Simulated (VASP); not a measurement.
Write the native input for VASP 6.6.1 that does the following.

| Quantity | Value |
| --- | --- |
| Task | single point |
| Functional | LDA |
| Potentials or basis | VASP PAW LDA potentials, release 64 (Al, Ga_d, N) |
| Cutoff | 520 eV |
| k mesh | 6 × 6 × 6 |
| Occupations | gaussian, width 0.05 eV |
| Spin | no spin polarisation |
| Dipole correction | no |
| Further INCAR settings | ALGO = Normal; EDIFF = 1e-06; NBANDS = 41 |

The structure of AlGa3N4 lies in POSCAR:

```
AlGa3N4
1.0
    4.4307867246     -0.1323303965     -0.1323303965
   -0.1323303965      4.4307867246     -0.1323303965
   -0.1323303965     -0.1323303965      4.4307867246
Al Ga N
1 3 4
Direct
    0.0000000000      0.0000000000      0.0000000000
    0.5000000000      0.5000000000      0.0000000000
    0.5000000000      0.0000000000      0.5000000000
    0.0000000000      0.5000000000      0.5000000000
    0.7548078379      0.7548078379      0.2451921621
    0.7548078379      0.2451921621      0.7548078379
    0.2451921621      0.7548078379      0.7548078379
    0.2451921621      0.2451921621      0.2451921621
```

The input as run:

INCAR

```
PREC = Accurate
ENCUT = 520
EDIFF = 1E-6
ISMEAR = 0
SIGMA = 0.05
LREAL = F
LASPH = T
NELM = 100
ALGO = Normal
ISIF = 2
LWAVE = F
LCHARG = F
NBANDS = 41
```

KPOINTS

```
regular mesh
0
Gamma
  6 6 6
```

Potentials or basis: VASP PAW LDA potentials, release 64 (Al, Ga_d, N).

Launch:

```sh
$ cat potpaw_LDA.64/Al/POTCAR potpaw_LDA.64/Ga_d/POTCAR potpaw_LDA.64/N/POTCAR > POTCAR
$ mpirun -np 1 vasp_std > vasp.out
```

Results of the run:

* Pressure: 3.6 GPa
* Largest force: 1.518 eV/Å
* Band gap on the k mesh: 2.20 eV

Caveat: the cell stands under pressure; forces of over 1 eV/Å act on the atoms, so gaps and moduli don't describe the material at rest.

Wall time 51 s on 1 thread of AMD EPYC 9R45 96-Core Processor (Zen 5), with other jobs on the host, peak memory 0.2 GiB.
